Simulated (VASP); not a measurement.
# WC: single point with PBE+D3(BJ)

The system is WC.

```
W C
1.0
     1.47254   -2.57126    0.00000
     1.47254    2.57126    0.00000
     0.00000    0.00000    3.00703
W C
1 1
Direct
  0.50000 0.50000 0.50000
  0.00000 0.00000 0.00000
```

```json
{"Program": "VASP 6.6.1", "Task": "single point", "Functional": "PBE", "Dispersion": "D3(BJ)", "Potentials or basis": "VASP PAW PBE potentials, release 64 (W_sv, C)", "Cutoff": "520 eV", "k mesh": "10 × 10 × 6", "Occupations": "fermi-dirac, width 0.05 eV", "Spin": "no spin polarisation"}
```

The pressure is 0.7 GPa. The band gap on the k mesh is zero (band 9 reaches 12.96 eV, above the bottom of band 10 at 9.73 eV) and the dispersion energy per atom is -0.420 eV.

Stress tensor (GPa, compression positive):
```
0.88 0.00 0.00
0.00 0.38 0.00
0.00 0.00 0.87
```

Levels at points of the mesh, in eV from the Fermi level:
```
           k point  band 7  band 8  band 9  band 10  band 11  band 12
(0.00, 0.00, 0.00)   -2.35   -1.26   -1.24     0.07     0.41     1.39
(0.50, 0.00, 0.00)   -5.94   -5.94    1.45     2.78     3.32     5.13
(0.50, 0.50, 0.00)   -4.12   -1.05   -0.89    -0.45     0.73     3.38
(0.00, 0.00, 0.50)   -4.96   -2.26   -0.91    -0.69     2.54     3.28
(0.50, 0.00, 0.50)   -3.95   -3.24   -1.38    -0.29     3.39     3.77
(0.50, 0.50, 0.50)   -7.69   -5.87    2.43     2.84     3.62     5.58
```

Wall time 25 s on 1 thread of AMD EPYC 7R13 Processor (Zen 3) (shared host), peak memory 0.15 GiB.

Caveat: spin-orbit coupling is left out, which moves the levels of the heavy elements; pairwise dispersion overbinds metals, which lowers pressure and volume.
